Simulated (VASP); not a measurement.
Write the native input for VASP 6.6.1 that does the following.

| Property | Result |
| --- | --- |
| Task | single point |
| Functional | PBE |
| Dispersion | D3(BJ) |
| Potentials or basis | VASP PAW PBE potentials, release 64 (C, F, H) |
| Cutoff | 520 eV |
| k mesh | 2 × 2 × 1 |
| Occupations | gaussian, width 0.02 eV |
| Spin | no spin polarisation |
| Dipole correction | no |
| Further INCAR settings | LREAL = Auto; ALGO = Normal; EDIFF = 1e-06; NBANDS = 56 |

The structure of HC18F lies in POSCAR:

```
HC18F
1.0
    7.3980000000      0.0000000000      0.0000000000
   -3.6990000000      6.4068560000      0.0000000000
    0.0000000000      0.0000000000     11.0000000000
C F H
18 1 1
Direct
    0.0159429304      0.0035944307      0.0857002727
    0.2358096621      0.1135311922      0.0856410000
    0.0147012396      0.3345422466      0.0856962727
    0.2367848655      0.4453529157      0.0857200000
    0.0135021082      0.6689504181      0.0856676364
    0.2379316367      0.7813723299      0.0856226364
    0.3480674198      0.0012516279      0.0855061818
    0.5703327396      0.1124056792      0.0854960000
    0.3468828160      0.3356082921      0.0856266364
    0.5714979621      0.4478923828      0.0856040909
    0.3489338375      0.6700782724      0.0858808182
    0.5693404811      0.7802819355      0.0860069091
    0.6804717002      0.0027203671      0.0856268182
    0.9049093646      0.1146916678      0.0856709091
    0.6826278646      0.3369378054      0.0856017273
    0.9024865165      0.4468730060      0.0856950909
    0.6816399033      0.6677223587      0.0856973636
    0.9037188440      0.7789937842      0.0856789091
    0.4909850029      0.7644228308      0.3697530000
    0.4930486273      0.7587741944      0.2844713636
```

One way to write it, as run:

INCAR

```
PREC = Accurate ; ENCUT = 520
EDIFF = 1E-6 ; ISMEAR = 0
SIGMA = 0.02 ; LREAL = Auto
LASPH = True ; NELM = 80
ALGO = Normal ; ISIF = 2
LWAVE = False ; LCHARG = False
GGA = PE ; IVDW = 12
NBANDS = 56
```

KPOINTS

```
Automatic mesh
0
Gamma
  2 2 1
```

Potentials or basis: VASP PAW PBE potentials, release 64 (C, F, H).

Run with:

```sh
$ cat potpaw_PBE.64/C/POTCAR potpaw_PBE.64/F/POTCAR potpaw_PBE.64/H/POTCAR > POTCAR
$ mpirun -np 1 vasp_std > vasp.out
```

It gave:

| Quantity | Value |
| --- | --- |
| Largest force | 0.295 eV/Å |
| Band gap on the k mesh | 0.19 eV, direct |
| Dispersion energy per atom | -0.085 eV |

Caveat: the k points lie up to 0.49 Å⁻¹ apart.

It took 2.7 min on 1 thread of Intel(R) Xeon(R) Platinum 8488C (Sapphire Rapids), on a shared host, peak memory 0.59 GiB.
